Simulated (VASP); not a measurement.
Here is a VASP 6.6.1 calculation.

File INCAR:

```
PREC = Accurate
ENCUT = 600
EDIFF = 1E-6
ISMEAR = 0
SIGMA = 0.15
LREAL = False
LASPH = True
NELM = 120
ALGO = Normal
ISIF = 2
LWAVE = False
LCHARG = False
GGA = PE
IVDW = 12
NBANDS = 16
GGA_COMPAT = False
```

The input KPOINTS:

```
Automatic mesh
0
Gamma
  21 21 8
```

The input POSCAR:

```
C
1.0
    2.2824554182      0.0000000000      0.0000000000
   -1.1412277091      1.9766643752      0.0000000000
    0.0000000000      0.0000000000      7.1548129995
C
4
Direct
    0.0000000000      0.0000000000      0.0025000000
    0.0000000000      0.0000000000      0.5025000000
    0.3333333333      0.6666666667      0.0025000000
    0.6666666667      0.3333333333      0.5025000000
```

Potentials or basis: VASP PAW PBE potentials, release 64 (C).

The run is started by

```bash
$ cat potpaw_PBE.64/C/POTCAR > POTCAR
$ mpirun -np 1 vasp_std > vasp.out
```

Question: Estimate the band gap on the k mesh.

Answer: Zero (band 8 reaches 5.56 eV, above the bottom of band 9 at 5.55 eV).

Question: Estimate the pressure.

Answer: 82.6 GPa.

Question: What does it give for the dispersion energy per atom?

Answer: -0.131 eV.

Stress tensor (GPa, compression positive):
```
124.90   0.00   0.00
  0.00 124.90   0.00
  0.00   0.00  -2.12
```
